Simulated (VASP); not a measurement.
# CO2 (Pa-3) in VASP: notebook

The runs below take CO2 through single point, relaxation of cell and atoms, with LDA.

All numbers are computed with VASP 6.6.1; they aren't measurements. Logs are shortened: lines on timing, memory, paths and dates and some standing lists are left out, and cuts for length are marked.

**1. The cell of the first run**

Symmetry: Pa-3, No. 205, cubic system. Conventional cell: a = 4.995 Å, b = 4.995 Å, c = 4.995 Å, α = 90.00°, β = 90.00°, γ = 90.00°. Within 1.6 Å of C (site symmetry -3) lie 2 O at 1.16 Å. O (site symmetry 3) has 1 C at 1.16 Å within 1.6 Å.

**2. Single point, LDA**

INCAR

```
PREC = Accurate
ENCUT = 520
EDIFF = 1E-6
ISMEAR = 0
SIGMA = 0.01
LREAL = F
LASPH = T
NELM = 100
ALGO = Normal
ISIF = 2
LWAVE = F
LCHARG = F
GGA = CA
NBANDS = 44
```

KPOINTS

```
Automatic mesh
0
Gamma
  4 4 4
```

POSCAR

```
CO2
1.0
    4.9947200941      0.0000000000      0.0000000000
    0.0000000000      4.9947200941      0.0000000000
    0.0000000000      0.0000000000      4.9947200941
C O
4 8
Direct
    0.0000000000      0.0000000000      0.0000000000
    0.5000000000      0.0000000000      0.5000000000
    0.5000000000      0.5000000000      0.0000000000
    0.0000000000      0.5000000000      0.5000000000
    0.1337878411      0.1337878411      0.1337878411
    0.8662121589      0.8662121589      0.8662121589
    0.3662121589      0.8662121589      0.6337878411
    0.6337878411      0.1337878411      0.3662121589
    0.6337878411      0.3662121589      0.8662121589
    0.3662121589      0.6337878411      0.1337878411
    0.8662121589      0.6337878411      0.3662121589
    0.1337878411      0.3662121589      0.6337878411
```

Potentials or basis: VASP PAW LDA potentials, release 64 (C, O).

Launch:

```bash
> cat potpaw_LDA.64/C/POTCAR potpaw_LDA.64/O/POTCAR > POTCAR
> mpirun -np 1 vasp_std > vasp.out
```

OUTCAR:

```text
PREC = Accurate
   ENCUT = 520
   EDIFF = 1E-6
   ISMEAR = 0
   LREAL = F
   LASPH = T
   NELM = 100
   ISIF = 2
   GGA = CA

 ion  position               nearest neighbor table
   1  0.000  0.000  0.000-   5 1.16   6 1.16
   2  0.500  0.000  0.500-   7 1.16   8 1.16
   3  0.500  0.500  0.000-   9 1.16  10 1.16
   4  0.000  0.500  0.500-  11 1.16  12 1.16
   5  0.134  0.134  0.134-   1 1.16
   6  0.866  0.866  0.866-   1 1.16
   7  0.366  0.866  0.634-   2 1.16
   8  0.634  0.134  0.366-   2 1.16
   9  0.634  0.366  0.866-   3 1.16
  10  0.366  0.634  0.134-   3 1.16
  11  0.866  0.634  0.366-   4 1.16
  12  0.134  0.366  0.634-   4 1.16

  LATTYP: Found a simple cubic cell.
 ALAT       =     4.9947200941

  Lattice vectors:

 A1 = (   4.9947200941,   0.0000000000,   0.0000000000)
 A2 = (   0.0000000000,   4.9947200941,   0.0000000000)
 A3 = (   0.0000000000,   0.0000000000,   4.9947200941)

Analysis of symmetry for initial positions (statically):
=====================================================================
 Subroutine PRICEL returns:
 Original cell was already a primitive cell.

 Routine SETGRP: Setting up the symmetry group for a
 simple cubic supercell.

 Subroutine GETGRP returns: Found 24 space group operations
 (whereof  6 operations were pure point group operations)
 out of a pool of 48 trial point group operations.

The static configuration has the point symmetry S_6 .
 The point group associated with its full space group is T_h .

Analysis of symmetry for dynamics (positions and initial velocities):
=====================================================================
 Subroutine PRICEL returns:
 Original cell was already a primitive cell.

 Routine SETGRP: Setting up the symmetry group for a
 simple cubic supercell.

 Subroutine GETGRP returns: Found 24 space group operations
 (whereof  6 operations were pure point group operations)
 out of a pool of 48 trial point group operations.

The dynamic configuration has the point symmetry S_6 .
 The point group associated with its full space group is T_h .

 Subroutine INISYM returns: Found 24 space group operations
 (whereof  6 operations are pure point group operations),
 and found     1 'primitive' translations

----------------------------------------------------------------------------------------

                                     Primitive cell

  volume of cell :     124.6044

  direct lattice vectors                    reciprocal lattice vectors
     4.994720094  0.000000000  0.000000000     0.200211419  0.000000000  0.000000000
     0.000000000  4.994720094  0.000000000     0.000000000  0.200211419  0.000000000
     0.000000000  0.000000000  4.994720094     0.000000000  0.000000000  0.200211419

  length of vectors
     4.994720094  4.994720094  4.994720094     0.200211419  0.200211419  0.200211419

  position of ions in fractional coordinates (direct lattice)
     0.000000000  0.000000000  0.000000000
     0.500000000  0.000000000  0.500000000
     0.500000000  0.500000000  0.000000000
     0.000000000  0.500000000  0.500000000
     0.133787841  0.133787841  0.133787841
     0.866212159  0.866212159  0.866212159
     0.366212159  0.866212159  0.633787841
     0.633787841  0.133787841  0.366212159
     0.633787841  0.366212159  0.866212159
     0.366212159  0.633787841  0.133787841
     0.866212159  0.633787841  0.366212159
     0.133787841  0.366212159  0.633787841

  ion indices of the primitive-cell ions
   primitive index   ion index
                 1           1
                 2           2
                 3           3
                 4           4
                 5           5
                 6           6
                 7           7
                 8           8
                 9           9
                10          10
                11          11
                12          12

----------------------------------------------------------------------------------------

 KPOINTS: Automatic mesh

Automatic generation of k-mesh.
 Grid dimensions read from file:
 generate k-points for:    4    4    4

 Generating k-lattice:

  Cartesian coordinates                     Fractional coordinates (reciprocal lattice)
     0.050052855  0.000000000  0.000000000     0.250000000  0.000000000  0.000000000
     0.000000000  0.050052855  0.000000000     0.000000000  0.250000000  0.000000000
     0.000000000  0.000000000  0.050052855     0.000000000  0.000000000  0.250000000

  Length of vectors
     0.050052855  0.050052855  0.050052855

  Shift w.r.t. Gamma in fractional coordinates (k-lattice)
     0.000000000  0.000000000  0.000000000

 Subroutine IBZKPT returns following result:
 ===========================================

 Found     11 irreducible k-points:

 Following reciprocal coordinates:
            Coordinates               Weight
  0.000000  0.000000  0.000000      1.000000
  0.250000  0.000000  0.000000      6.000000
  0.500000  0.000000  0.000000      3.000000
  0.250000  0.250000  0.000000     12.000000
  0.500000  0.250000  0.000000      6.000000
 -0.250000  0.500000  0.000000      6.000000
  0.500000  0.500000  0.000000      3.000000
  0.250000  0.250000  0.250000      8.000000
  0.500000  0.250000  0.250000     12.000000
  0.500000  0.500000  0.250000      6.000000
  0.500000  0.500000  0.500000      1.000000
   k-points           NKPTS =     11   k-points in BZ     NKDIM =     11   number of bands    NBANDS=     44
   number of dos      NEDOS =    301   number of ions     NIONS =     12
   total plane-waves  NPLWV =  64000
   dimension x,y,z NGX =    40 NGY =   40 NGZ =   40
   dimension x,y,z NGXF=    80 NGYF=   80 NGZF=   80
   ions per type =               4   8
   NGX,Y,Z   is equivalent  to a cutoff of  13.31, 13.31, 13.31 a.u.
   NGXF,Y,Z  is equivalent  to a cutoff of  26.63, 26.63, 26.63 a.u.
 SYSTEM =  unknown system
   PREC   = accura    normal or accurate (medium, high low for compatibility)
   ISTART =      0    job   : 0-new  1-cont  2-samecut
   ICHARG =      2    charge: 1-file 2-atom 10-const
   ISPIN  =      1    spin polarized calculation?
   LNONCOLLINEAR =      F non collinear calculations
   LSORBIT =      F    spin-orbit coupling
   LASPH  =      T    aspherical Exc in radial PAW
   ENCUT  =  520.0 eV  38.22 Ry    6.18 a.u.   9.29  9.29  9.29*2*pi/ulx,y,z
   NELM   =    100;   NELMIN=  2; NELMDL= -5     # of ELM steps
   EDIFF  = 0.1E-05   stopping-criterion for ELM
   LREAL  =      F    real-space projection
   EDIFFG = 0.1E-04   stopping-criterion for IOM
   NSW    =      0    number of steps for IOM
   IBRION =     -1    ionic relax: 0-MD 1-quasi-New 2-CG
   NFREE  =      0    steps in history (QN), initial steepest desc. (CG)
   ISIF   =      2    stress and relaxation
   ISYM   =      2    0-nonsym 1-usesym 2-fastsym
   POTIM  = 0.5000    time-step for ionic-motion
   TEBEG  =    0.0;   TEEND  =   0.0 temperature during run
   PSTRESS=    0.0 pullay stress
   NELECT =      64.0000    total number of electrons
   NUPDOWN=      -1.0000    fix difference up-down
   EMIN   =  10.00;   EMAX   =-10.00  energy-range for DOS
   EFERMI =   0.00;   METHOD = LEGACY
   ISMEAR =     0;   SIGMA  =   0.01  broadening in eV -4-tet -1-fermi 0-gaus
   EFERMI_NEDOS =   21; number of points for ismear=-14 and -15
   IALGO  =     38    algorithm
   IMIX   =      4    mixing-type and parameters
     AMIX     =   0.40;   BMIX     =  1.00
     AMIX_MAG =   1.60;   BMIX_MAG =  1.00
  volume/ion in A,a.u.               =      10.38        70.07
  Fermi-wavevector in a.u.,A,eV,Ry     =   1.311063  2.477550 23.386878  1.718887
  Thomas-Fermi vector in A             =   2.441551
   LORBIT       =      0    0 simple, 1 ext, 2 COOP (PROOUT), +10 PAW based schemes
   GGA     = CA    functional components
   LHFCALC =     F    Hartree Fock is set to
   AEXX    =    0.0000 exact exchange contribution
   IVDW    =     0    specifies the selected vdW correction
   LEPSILON=     F    determine dielectric tensor
   LRPA    =     F    only Hartree local field effects (RPA)
 non-spin polarized calculation
 Gauss-broadening in eV      SIGMA  =   0.01
  energy-cutoff  :      520.00
  volume of cell :      124.60
 maximum number of plane-waves:      3407
 NGX is ok and might be reduce to    40
   NGX = 19   NGY = 19   NGZ = 19

 number of electron      64.0000013 magnetization

 Free energy of the ion-electron system (eV)
  ---------------------------------------------------
  ext. energy  EPLUGINS =         0.00000000
  ---------------------------------------------------
  free energy    TOTEN  =       -99.35818726 eV

  energy without entropy =      -99.35818726  energy(sigma->0) =      -99.35818726

 E-fermi :  -1.2854     XC(G=0): -10.3053

 val. band max:       -1.3626976390   @ k =   0.0000   0.0000   0.0000
 cond. band min:       5.8147112222   @ k =   0.0000   0.0000   0.0000
 fundamental gap:      7.1774088612
 Fermi energy:        -1.2853650939

 k-point     1 :       0.0000    0.0000    0.0000
  band No.  band energies     occupation
      1     -22.5520      2.00000
      2     -21.8372      2.00000
      3     -21.8372      2.00000
      4     -21.8372      2.00000
      5     -21.1177      2.00000
      6     -21.1177      2.00000
[... 36 lines left out ...]
     43      10.3900      0.00000
     44      10.3900      0.00000

 k-point     2 :       0.2500    0.0000    0.0000
  band No.  band energies     occupation
      1     -22.4647      2.00000
      2     -21.9691      2.00000
      3     -21.8364      2.00000
      4     -21.8363      2.00000
      5     -21.1028      2.00000
      6     -21.0929      2.00000
[... 415 lines left out ...]
 k-point    11 :       0.5000    0.5000    0.5000
  band No.  band energies     occupation
      1     -22.0162      2.00000
      2     -22.0162      2.00000
      3     -22.0162      2.00000
      4     -22.0162      2.00000
      5     -21.0782      2.00000
      6     -21.0782      2.00000
[... 36 lines left out ...]
     43       9.0236      0.00000
     44       9.0236      0.00000

------------------------ aborting loop because EDIFF is reached ----------------------------------------

  FORCE on cell =-STRESS in cart. coord.  units (eV):
  Direction    XX          YY          ZZ          XY          YZ          ZX
  --------------------------------------------------------------------------------------
  -------------------------------------------------------------------------------------
  Total        6.0596233      6.0596233      6.0596233     -0.0000000      0.0000000      0.0000000
  in kB       77.9152991     77.9152991     77.9152991     -0.0000000      0.0000000      0.0000000
  external PRESSURE =      77.9152991 kB  Pullay stress =       0.0000000 kB

 VOLUME and BASIS-vectors are now :
 -----------------------------------------------------------------------------
  energy-cutoff  :      520.00
  volume of cell :      124.60
      direct lattice vectors                 reciprocal lattice vectors
     4.994720094  0.000000000  0.000000000     0.200211419  0.000000000  0.000000000
     0.000000000  4.994720094  0.000000000     0.000000000  0.200211419  0.000000000
     0.000000000  0.000000000  4.994720094     0.000000000  0.000000000  0.200211419

 POSITION                                       TOTAL-FORCE (eV/Angst)
 -----------------------------------------------------------------------------------
      0.00000      0.00000      0.00000         0.000000      0.000000      0.000000
      2.49736      0.00000      2.49736         0.000000      0.000000      0.000000
      2.49736      2.49736      0.00000         0.000000      0.000000      0.000000
      0.00000      2.49736      2.49736         0.000000      0.000000      0.000000
      0.66823      0.66823      0.66823         0.478969      0.478969      0.478969
      4.32649      4.32649      4.32649        -0.478969     -0.478969     -0.478969
      1.82913      4.32649      3.16559        -0.478969     -0.478969      0.478969
      3.16559      0.66823      1.82913         0.478969      0.478969     -0.478969
      3.16559      1.82913      4.32649         0.478969     -0.478969     -0.478969
      1.82913      3.16559      0.66823        -0.478969      0.478969      0.478969
      4.32649      3.16559      1.82913        -0.478969      0.478969     -0.478969
      0.66823      1.82913      3.16559         0.478969     -0.478969      0.478969
 -----------------------------------------------------------------------------------
    total drift:                                0.000000     -0.000000      0.000000

  FREE ENERGIE OF THE ION-ELECTRON SYSTEM (eV)
  ---------------------------------------------------
  free  energy   TOTEN  =       -99.3581872605 eV

  energy  without entropy=      -99.3581872605  energy(sigma->0) =      -99.35818726
```

Wall time 44 s (1 thread of Intel Xeon Platinum 8259CL at 2.50GHz (Skylake/Cascade Lake), shared host); peak memory 0.2 GiB.

What came out:

* Free energy: -99.3582 eV
* Pressure: 7.8 GPa
* Largest force: 0.830 eV/Å
* Band gap on the k mesh: 7.18 eV

Forces on the atoms (eV/Å):
```
C    0.000  0.000  0.000
C    0.000  0.000  0.000
C    0.000  0.000  0.000
C    0.000  0.000  0.000
O    0.479  0.479  0.479
O   -0.479 -0.479 -0.479
O   -0.479 -0.479  0.479
O    0.479  0.479 -0.479
O    0.479 -0.479 -0.479
O   -0.479  0.479  0.479
O   -0.479  0.479 -0.479
O    0.479 -0.479  0.479
```

Levels at points of the mesh, in eV from the valence-band top:
```tsv
k point	band 28	band 29	band 30	band 31	band 32	band 33	band 34	band 35	band 36	band 37
(0.00, 0.00, 0.00)	-0.45	-0.45	-0.45	0.00	0.00	7.18	7.49	7.49	7.49	8.12
(0.50, 0.00, 0.00)	-0.86	-0.65	-0.65	-0.12	-0.12	7.40	7.40	7.85	7.85	8.30
(0.50, 0.50, 0.00)	-0.72	-0.55	-0.55	-0.55	-0.55	7.41	7.41	7.41	7.41	8.63
(0.50, 0.50, 0.50)	-0.79	-0.69	-0.69	-0.69	-0.69	7.35	7.35	7.35	7.35	9.04
```

Caveat: the cell stands under pressure.

**3. Relaxation of cell and atoms, LDA, target pressure 5 GPa, at which the enthalpy is minimised**

This run uses another cell than the first one, of 12.41 Å³/atom.

INCAR

```
SYSTEM = CO2
  PREC = Accurate
  ENCUT = 600
  EDIFF = 1E-6
  ISMEAR = 0
  SIGMA = 0.01
  LREAL = .False.
  LASPH = .True.
  NELM = 60
  ALGO = Normal
  ISIF = 3
  LWAVE = .False.
  LCHARG = .False.
  IBRION = 2
  NSW = 80
  EDIFFG = -0.003
  PSTRESS = 50.0
```

KPOINTS

```
regular mesh
0
Gamma
  4 4 4
  0 0 0
```

POSCAR

```
CO2
1.0
    5.3000000000      0.0000000000      0.0000000000
    0.0000000000      5.3000000000      0.0000000000
    0.0000000000      0.0000000000      5.3000000000
C O
4 8
Direct
    0.0000000000      0.0000000000      0.0000000000
    0.5000000000      0.0000000000      0.5000000000
    0.5000000000      0.5000000000      0.0000000000
    0.0000000000      0.5000000000      0.5000000000
    0.1250000000      0.1250000000      0.1250000000
    0.8750000000      0.8750000000      0.8750000000
    0.3750000000      0.8750000000      0.6250000000
    0.6250000000      0.1250000000      0.3750000000
    0.6250000000      0.3750000000      0.8750000000
    0.3750000000      0.6250000000      0.1250000000
    0.8750000000      0.6250000000      0.3750000000
    0.1250000000      0.3750000000      0.6250000000
```

Potentials or basis: VASP PAW LDA potentials, release 64 (C, O).

Launch:

```bash
> cat potpaw_LDA.64/C/POTCAR potpaw_LDA.64/O/POTCAR > POTCAR
> mpirun -np 1 vasp_std > vasp.out
```

It took 8.9 min on 1 thread of Intel Xeon Platinum 8259CL at 2.50GHz (Skylake/Cascade Lake), shared host; peak memory 0.23 GiB.

It converged, with:

* Free energy: -99.4791 eV
* Relaxed volume: 10.25 Å³/atom
* Relaxed cell: a = 4.974 Å, b = 4.974 Å, c = 4.974 Å, α = 90.00°, β = 90.00°, γ = 90.00°
* Space group after relaxing (to 0.1 Å): Pa-3 (No. 205)
* Energy change on relaxing (the run minimises the enthalpy): +5.4 meV/atom
* Ionic steps: 18
* Pressure after relaxing: 5.0 GPa
* Band gap on the k mesh: 7.09 eV (least direct gap 7.13 eV)

The path:
| step | energy change (eV) | largest force (eV/Å) | pressure (GPa) | volume (Å³) |
| --- | --- | --- | --- | --- |
| 1 | 0.0000 | 2.2786 | 6.61 | 148.88 |
| 2 | 3.0959 | 7.4389 | -26.60 | 151.58 |
| 3 | -0.1746 | 0.0152 | -0.67 | 149.32 |
| 4 | -0.1743 | 0.0952 | -0.41 | 149.30 |
| 5 | -0.1889 | 0.1331 | 0.55 | 142.22 |
| 6 | -0.0344 | 0.3315 | 4.78 | 126.91 |
| 7 | 0.1184 | 0.4042 | 7.16 | 121.59 |
| 8 | 0.0709 | 0.3871 | 6.49 | 123.01 |
| 9 | 0.4381 | 2.7586 | -5.11 | 121.35 |
| 10 | 0.0713 | 0.0152 | 5.17 | 122.82 |
| 11 | 0.0715 | 0.0058 | 5.10 | 122.82 |
| 12 | 0.0716 | 0.0025 | 5.08 | 122.81 |
| 13 | 0.0684 | 0.0039 | 5.04 | 122.91 |
| 14 | 0.0668 | 0.0043 | 5.01 | 122.96 |
| 15 | 0.0636 | 0.0056 | 4.97 | 123.07 |
| 16 | 0.0646 | 0.0060 | 4.98 | 123.04 |
| 17 | 0.0637 | 0.0449 | 5.16 | 123.07 |
| 18 | 0.0645 | 0.0004 | 5.00 | 123.04 |

Final structure:
```
C O
1.0
     4.97371    0.00000    0.00000
     0.00000    4.97371    0.00000
     0.00000    0.00000    4.97371
C O
4 8
Direct
  0.00000 0.00000 0.00000
  0.50000 0.00000 0.50000
  0.50000 0.50000 0.00000
  0.00000 0.50000 0.50000
  0.13514 0.13514 0.13514
  0.86486 0.86486 0.86486
  0.36486 0.86486 0.63514
  0.63514 0.13514 0.36486
  0.63514 0.36486 0.86486
  0.36486 0.63514 0.13514
  0.86486 0.63514 0.36486
  0.13514 0.36486 0.63514
```

Levels at points of the mesh, in eV from the valence-band top:
```tsv
k point	band 29	band 30	band 31	band 32	band 33	band 34	band 35	band 36
(0.00, 0.00, 0.00)	-0.47	-0.47	0.00	0.00	7.13	7.33	7.33	7.33
(0.50, 0.00, 0.00)	-0.67	-0.67	-0.12	-0.12	7.25	7.25	7.70	7.70
(0.50, 0.50, 0.00)	-0.56	-0.56	-0.56	-0.56	7.25	7.25	7.25	7.25
(0.50, 0.50, 0.50)	-0.71	-0.71	-0.71	-0.71	7.18	7.18	7.18	7.18
```

Caveat: the cell is relaxed towards a set pressure, so the run minimises the enthalpy, not the energy; the volume moved by over 15 % at a fixed basis, so the end points are rough. A k mesh can miss the band edges.
